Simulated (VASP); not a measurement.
# TiAl (P4/mmm) in VASP: further runs, part 2 of 2

VASP 6.6.1. Earlier steps stand in the parts before.

## 3. Single point, PBEsol (strain +0.080 along x and y, +0.040 along z)

Input file INCAR:

```
  ALGO = Fast
  EDIFF = 1E-6
  ENCUT = 520
  GGA = PS
  ISIF = 2
  ISMEAR = 0
  LASPH = True
  LCHARG = False
  LREAL = False
  LWAVE = False
  NBANDS = 14
  NELM = 100
  PREC = Accurate
  SIGMA = 0.15
```

Input file KPOINTS:

```
k-points
0
Gamma
  16 16 16
```

Input file POSCAR:

```
TiAl
1.0
    3.4333891200      0.0000000000      0.0000000000
    0.0000000000      3.4333891200      0.0000000000
    0.0000000000      0.0000000000      3.3062265600
Ti Al
1 1
Direct
    0.0000000000      0.0000000000      0.0000000000
    0.5000000000      0.5000000000      0.5000000000
```

Potentials or basis: VASP PAW PBE potentials, release 64 (Ti_sv, Al).

The run is started by

```console
cat potpaw_PBE.64/Ti_sv/POTCAR potpaw_PBE.64/Al/POTCAR > POTCAR
mpirun -np 1 vasp_std > vasp.out
```

OUTCAR:

```text
EDIFF = 1E-6
   ENCUT = 520
   GGA = PS
   ISIF = 2
   ISMEAR = 0
   LASPH = True
   LREAL = False
   NELM = 100
   PREC = Accurate

 ion  position               nearest neighbor table
   1  0.000  0.000  0.000-   2 2.94   2 2.94   2 2.94   2 2.94   2 2.94   2 2.94   2 2.94   2 2.94

   2  0.500  0.500  0.500-   1 2.94   1 2.94   1 2.94   1 2.94   1 2.94   1 2.94   1 2.94   1 2.94

  LATTYP: Found a simple tetragonal cell.
 ALAT       =     3.4333891200
 C/A-ratio  =     0.9629629630

  Lattice vectors:

 A1 = (   3.4333891200,   0.0000000000,   0.0000000000)
 A2 = (   0.0000000000,   3.4333891200,   0.0000000000)
 A3 = (   0.0000000000,   0.0000000000,   3.3062265600)

Analysis of symmetry for initial positions (statically):
=====================================================================
 Subroutine PRICEL returns:
 Original cell was already a primitive cell.

 Routine SETGRP: Setting up the symmetry group for a
 simple tetragonal supercell.

 Subroutine GETGRP returns: Found 16 space group operations
 (whereof 16 operations were pure point group operations)
 out of a pool of 16 trial point group operations.

The static configuration has the point symmetry D_4h.

Analysis of symmetry for dynamics (positions and initial velocities):
=====================================================================
 Subroutine PRICEL returns:
 Original cell was already a primitive cell.

 Routine SETGRP: Setting up the symmetry group for a
 simple tetragonal supercell.

 Subroutine GETGRP returns: Found 16 space group operations
 (whereof 16 operations were pure point group operations)
 out of a pool of 16 trial point group operations.

The dynamic configuration has the point symmetry D_4h.

 Subroutine INISYM returns: Found 16 space group operations
 (whereof 16 operations are pure point group operations),
 and found     1 'primitive' translations

----------------------------------------------------------------------------------------

                                     Primitive cell

  volume of cell :      38.9743

  direct lattice vectors                    reciprocal lattice vectors
     3.433389120  0.000000000  0.000000000     0.291257403  0.000000000  0.000000000
     0.000000000  3.433389120  0.000000000     0.000000000  0.291257403  0.000000000
     0.000000000  0.000000000  3.306226560     0.000000000  0.000000000  0.302459611

  length of vectors
     3.433389120  3.433389120  3.306226560     0.291257403  0.291257403  0.302459611

  position of ions in fractional coordinates (direct lattice)
     0.000000000  0.000000000  0.000000000
     0.500000000  0.500000000  0.500000000

  ion indices of the primitive-cell ions
   primitive index   ion index
                 1           1
                 2           2

----------------------------------------------------------------------------------------

 KPOINTS: k-points

Automatic generation of k-mesh.
 Grid dimensions read from file:
 generate k-points for:   16   16   16

 Generating k-lattice:

  Cartesian coordinates                     Fractional coordinates (reciprocal lattice)
     0.018203588  0.000000000  0.000000000     0.062500000  0.000000000  0.000000000
     0.000000000  0.018203588  0.000000000     0.000000000  0.062500000  0.000000000
     0.000000000  0.000000000  0.018903726     0.000000000  0.000000000  0.062500000

  Length of vectors
     0.018203588  0.018203588  0.018903726

  Shift w.r.t. Gamma in fractional coordinates (k-lattice)
     0.000000000  0.000000000  0.000000000

 Subroutine IBZKPT returns following result:
 ===========================================

 Found    405 irreducible k-points:

 Following reciprocal coordinates:
            Coordinates               Weight
  0.000000  0.000000  0.000000      1.000000
  0.062500  0.000000  0.000000      4.000000
  0.125000  0.000000  0.000000      4.000000
  0.187500  0.000000  0.000000      4.000000
  0.250000  0.000000  0.000000      4.000000
  0.312500  0.000000  0.000000      4.000000
[... 16 lines left out ...]
  0.437500  0.125000  0.000000      8.000000
  0.500000  0.125000  0.000000      4.000000
 [... further k-points ...]
   k-points           NKPTS =    405   k-points in BZ     NKDIM =    405   number of bands    NBANDS=     14
   number of dos      NEDOS =    301   number of ions     NIONS =      2
   total plane-waves  NPLWV =  21952
   dimension x,y,z NGX =    28 NGY =   28 NGZ =   28
   dimension x,y,z NGXF=    56 NGYF=   56 NGZF=   56
   ions per type =               1   1
   NGX,Y,Z   is equivalent  to a cutoff of  13.56, 13.56, 14.08 a.u.
   NGXF,Y,Z  is equivalent  to a cutoff of  27.12, 27.12, 28.16 a.u.
 SYSTEM =  unknown system
   PREC   = accura    normal or accurate (medium, high low for compatibility)
   ISTART =      0    job   : 0-new  1-cont  2-samecut
   ICHARG =      2    charge: 1-file 2-atom 10-const
   ISPIN  =      1    spin polarized calculation?
   LNONCOLLINEAR =      F non collinear calculations
   LSORBIT =      F    spin-orbit coupling
   LASPH  =      T    aspherical Exc in radial PAW
   ENCUT  =  520.0 eV  38.22 Ry    6.18 a.u.   6.38  6.38  6.15*2*pi/ulx,y,z
   NELM   =    100;   NELMIN=  2; NELMDL= -5     # of ELM steps
   EDIFF  = 0.1E-05   stopping-criterion for ELM
   LREAL  =      F    real-space projection
   EDIFFG = 0.1E-04   stopping-criterion for IOM
   NSW    =      0    number of steps for IOM
   IBRION =     -1    ionic relax: 0-MD 1-quasi-New 2-CG
   NFREE  =      0    steps in history (QN), initial steepest desc. (CG)
   ISIF   =      2    stress and relaxation
   ISYM   =      2    0-nonsym 1-usesym 2-fastsym
   POTIM  = 0.5000    time-step for ionic-motion
   TEBEG  =    0.0;   TEEND  =   0.0 temperature during run
   PSTRESS=    0.0 pullay stress
   NELECT =      15.0000    total number of electrons
   NUPDOWN=      -1.0000    fix difference up-down
   EMIN   =  10.00;   EMAX   =-10.00  energy-range for DOS
   EFERMI =   0.00;   METHOD = LEGACY
   ISMEAR =     0;   SIGMA  =   0.15  broadening in eV -4-tet -1-fermi 0-gaus
   EFERMI_NEDOS =   21; number of points for ismear=-14 and -15
   IALGO  =     68    algorithm
   IMIX   =      4    mixing-type and parameters
     AMIX     =   0.40;   BMIX     =  1.00
     AMIX_MAG =   1.60;   BMIX_MAG =  1.00
  volume/ion in A,a.u.               =      19.49       131.51
  Fermi-wavevector in a.u.,A,eV,Ry     =   1.190819  2.250321 19.293735  1.418050
  Thomas-Fermi vector in A             =   2.326895
   LORBIT       =      0    0 simple, 1 ext, 2 COOP (PROOUT), +10 PAW based schemes
   GGA     = PS    functional components
   LHFCALC =     F    Hartree Fock is set to
   AEXX    =    0.0000 exact exchange contribution
   IVDW    =     0    specifies the selected vdW correction
   LEPSILON=     F    determine dielectric tensor
   LRPA    =     F    only Hartree local field effects (RPA)
 non-spin polarized calculation
 RMM-DIIS sequential band-by-band and
 Gauss-broadening in eV      SIGMA  =   0.15
  energy-cutoff  :      520.00
  volume of cell :       38.97
 maximum number of plane-waves:      1072
 NGX is ok and might be reduce to    28
   NGX = 13   NGY = 13   NGZ = 13

 number of electron      14.9999997 magnetization

 Free energy of the ion-electron system (eV)
  ---------------------------------------------------
  ext. energy  EPLUGINS =         0.00000000
  ---------------------------------------------------
  free energy    TOTEN  =       -12.52882700 eV

  energy without entropy =      -12.49137288  energy(sigma->0) =      -12.51009994

 E-fermi :   6.7534     XC(G=0): -10.3784

 val. band max:        6.7521544916   @ k =   0.3125   0.1875   0.0625
 cond. band min:       6.7538324675   @ k =   0.5000   0.0000   0.0625
 fundamental gap:      0.0016779759
 Fermi energy:         6.7533750680

 k-point     1 :       0.0000    0.0000    0.0000
  band No.  band energies     occupation
      1     -50.2711      2.00000
      2     -26.5913      2.00000
      3     -26.5913      2.00000
      4     -26.5502      2.00000
      5      -1.6196      2.00000
      6       5.6975      2.00000
      7       5.7538      2.00000
      8       8.0531      0.00000
      9       8.2067      0.00000
     10       8.2067      0.00000
     11      10.0932      0.00000
     12      10.0933      0.00000
     13      11.0025      0.00000
     14      14.5734      0.00000
[... 377 lines left out ...]
      1     -50.2652      2.00000
      2     -26.6628      2.00000
      3     -26.5953      2.00000
      4     -26.5434      2.00000
      5       1.1019      2.00000
      6       2.3480      2.00000
      7       6.3981      1.99919
      8       6.4743      1.99150
      9       7.1452      0.00022
     10       8.1927      0.00000
     11       8.9255      0.00000
     12      12.1930      0.00000
     13      13.4239      0.00000
     14      14.7138      0.00000

 [... further k-points ...]
[... 5 lines left out ...]
  --------------------------------------------------------------------------------------
  -------------------------------------------------------------------------------------
  Total       -3.8387298     -3.8387298     -4.2131230      0.0000000     -0.0000000      0.0000000
  in kB     -157.8045286   -157.8045286   -173.1952821      0.0000000     -0.0000000      0.0000000
  external PRESSURE =    -162.9347798 kB  Pullay stress =       0.0000000 kB

 VOLUME and BASIS-vectors are now :
 -----------------------------------------------------------------------------
  energy-cutoff  :      520.00
  volume of cell :       38.97
      direct lattice vectors                 reciprocal lattice vectors
     3.433389120  0.000000000  0.000000000     0.291257403  0.000000000  0.000000000
     0.000000000  3.433389120  0.000000000     0.000000000  0.291257403  0.000000000
     0.000000000  0.000000000  3.306226560     0.000000000  0.000000000  0.302459611

 POSITION                                       TOTAL-FORCE (eV/Angst)
 -----------------------------------------------------------------------------------
      0.00000      0.00000      0.00000         0.000000      0.000000      0.000000
      1.71669      1.71669      1.65311         0.000000      0.000000      0.000000
 -----------------------------------------------------------------------------------
    total drift:                               -0.000000     -0.000000     -0.000000

  FREE ENERGIE OF THE ION-ELECTRON SYSTEM (eV)
  ---------------------------------------------------
  free  energy   TOTEN  =       -12.5288269967 eV

  energy  without entropy=      -12.4913728812  energy(sigma->0) =      -12.51009994
```

OSZICAR:

```text
N       E                     dE             d eps       ncg     rms          rms(c)
DAV:   1     0.962379247807E+02    0.96238E+02   -0.70073E+03 11346   0.104E+03
DAV:   2    -0.881877636589E+01   -0.10506E+03   -0.10158E+03 11664   0.291E+02
DAV:   3    -0.144420237190E+02   -0.56232E+01   -0.54169E+01 17948   0.641E+01
[... 19 lines left out ...]
RMM:  23    -0.125288224765E+02   -0.20238E-05   -0.21439E-05 10331   0.127E-02    0.808E-05
RMM:  24    -0.125288242158E+02   -0.17394E-05   -0.18611E-05  9045   0.106E-02    0.279E-04
RMM:  25    -0.125288253638E+02   -0.11480E-05   -0.12181E-05  8797   0.956E-03    0.861E-05
RMM:  26    -0.125288263598E+02   -0.99595E-06   -0.11007E-05  8397   0.871E-03    0.119E-04
RMM:  27    -0.125288269967E+02   -0.63693E-06   -0.72088E-06  8195   0.813E-03
   1 F= -.12528827E+02 E0= -.12510100E+02  d E =-.374541E-01
```

stdout:

```text
POSCAR found type information on POSCAR TiAl
 POSCAR found :  2 types and       2 ions
 scaLAPACK will be used
 -----------------------------------------------------------------------------
|                                                                             |
|                                                                             |
|     You enforced a specific xc type in the INCAR file but a different       |
|     I HOPE YOU KNOW WHAT YOU ARE DOING!                                     |
|                                                                             |
 -----------------------------------------------------------------------------

 LDA part: xc-table for (Slater+PW92), standard interpolation
 POSCAR, INCAR and KPOINTS ok, starting setup
 FFT: planning ... GRIDC
 FFT: planning ... GRID_SOFT
 FFT: planning ... GRID
 WAVECAR not read
 entering main loop
WARNING in EDDRMM: call to ZHEGV failed, returncode =   6  3      7
WARNING in EDDRMM: call to ZHEGV failed, returncode =   8  4     14
WARNING in EDDRMM: call to ZHEGV failed, returncode =   6  3     12
WARNING in EDDRMM: call to ZHEGV failed, returncode =   6  3      5
WARNING in EDDRMM: call to ZHEGV failed, returncode =   8  4     13
WARNING in EDDRMM: call to ZHEGV failed, returncode =   6  3      5
WARNING in EDDRMM: call to ZHEGV failed, returncode =   6  3     11
WARNING in EDDRMM: call to ZHEGV failed, returncode =   6  3      7
```

Run time: 4 min. Hardware: 1 thread of Intel Xeon Platinum 8488C (Sapphire Rapids), shared host; peak memory 0.34 GiB.

Results:

```yaml
Free_energy: -12.5288 eV
Pressure: -16.3 GPa
Band_gap_on_the_k_mesh: zero (an odd number of electrons rules out a gap without spin polarisation)
```

Stress tensor (GPa, compression positive):
```
-15.78   0.00   0.00
  0.00 -15.78   0.00
  0.00   0.00 -17.32
```

Levels at points of the mesh, in eV from the Fermi level:
```
           k point  band 5  band 6  band 7  band 8  band 9  band 10  band 11  band 12
(0.00, 0.00, 0.00)   -8.37   -1.06   -1.00    1.30    1.45     1.45     3.34     3.34
(0.50, 0.00, 0.00)   -5.77   -4.62   -0.40   -0.02    0.34     1.58     2.18     6.33
(0.50, 0.50, 0.00)   -4.67   -2.04   -2.04   -1.30    0.75     0.75     2.03     3.41
(0.00, 0.00, 0.50)   -5.46   -4.53   -0.31    0.01    0.01     1.48     2.51     6.36
(0.50, 0.00, 0.50)   -4.43   -1.96   -1.79   -1.19    0.49     0.55     2.14     3.47
(0.50, 0.50, 0.50)   -2.52   -2.50   -2.50   -0.30    2.09     2.23     2.48     2.48
```

Caveat: the cell differs from its parent crystal (strain +0.080 along x and y, +0.040 along z); the cell stands under tension; the PAW data sets were made with another functional, which shifts forces and pressure a little.
